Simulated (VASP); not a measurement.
Write the native input for VASP 6.6.1 that does the following.

```yaml
Task: relaxation of cell and atoms
Functional: LDA
Potentials_or_basis: VASP PAW LDA potentials, release 64 (Y_sv)
Cutoff: 600 eV
k_mesh: 16 × 16 × 8
Occupations: fermi-dirac, width 0.1 eV
Spin: no spin polarisation
Target_pressure: 10 GPa
Dipole_correction: no
Further_INCAR_settings: ALGO = Normal; EDIFF = 1e-07; IBRION = 2; EDIFFG = -0.002; NSW = 100; ISIF = 3
```

The structure of Y lies in POSCAR:

```
Y
1.0
    3.5389878080      0.0000000000      0.0000000000
   -1.7694939040      3.0648533454      0.0000000000
    0.0000000000      0.0000000000      5.5305575682
Y
2
Direct
    0.3333333333      0.6666666667      0.2500000000
    0.6666666667      0.3333333333      0.7500000000
```

One way to write it, as run:

INCAR

```
PREC = Accurate
ENCUT = 600
EDIFF = 1E-7
ISMEAR = -1
SIGMA = 0.1
LREAL = False
LASPH = True
NELM = 60
ALGO = Normal
ISIF = 3
LWAVE = False
LCHARG = False
GGA = CA
IBRION = 2
NSW = 100
EDIFFG = -0.002
PSTRESS = 100.0
```

KPOINTS

```
Automatic mesh
0
Gamma
  16 16 8
```

Potentials or basis: VASP PAW LDA potentials, release 64 (Y_sv).

Run with:

```sh
$ cat potpaw_LDA.64/Y_sv/POTCAR > POTCAR
$ mpirun -np 1 vasp_std > vasp.out
```

Results of the run:

```yaml
Relaxed_volume: 25.11 Å³/atom
Relaxed_cell: a = 3.318 Å, b = 3.318 Å, c = 5.268 Å, α = 90.00°, β = 90.00°, γ = 120.00°
Space_group_after_relaxing_to_0.1_Å: P6_3/mmc (No. 194)
Energy_change_on_relaxing_the_run_minimises_the_enthalpy: +133.1 meV/atom
Ionic_steps: 10
Pressure_after_relaxing: 10.0 GPa
Band_gap_on_the_k_mesh: zero (bands 11 and 12 overlap by 2.29 eV)
```

Caveat: the cell is relaxed towards a set pressure, so the run minimises the enthalpy, not the energy; the volume moved by over 15 % at a fixed basis, so the end points are rough.

It took 23 min on 1 thread of AMD EPYC 7R13, on a shared host, peak memory 0.31 GiB.
